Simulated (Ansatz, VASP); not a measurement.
## ScZn: VASP beside Ansatz

```
Sc Zn
1.0
     3.32752    0.00000    0.00000
     0.00000    3.32752    0.00000
     0.00000    0.00000    3.32752
Sc Zn
1 1
Direct
  0.00000 0.00000 0.00000
  0.50000 0.50000 0.50000
```

Change from the starting cell: volume scaled by 0.98.

Alike in both runs: task single point; functional PBEsol; k mesh 10 × 10 × 10; occupations fermi-dirac, width 0.03 eV; no spin polarisation.

|  | VASP | Ansatz |
| --- | --- | --- |
| version | VASP 6.6.1 | Ansatz 0.2.0 |
| potentials or method | VASP PAW PBE potentials, release 64 (Sc_sv, Zn), cutoff 520 eV | all-electron LAPW, scalar-relativistic |

VASP gave:

| Item | Value |
| --- | --- |
| pressure (GPa) | -1.6 |

Problem. What did Ansatz give for the same quantities?

Solution. Pressure (GPa): -1.8.

VASP's potentials were made for PBE, not for PBEsol. Ansatz ran all-electron here, and VASP with PAW potentials.
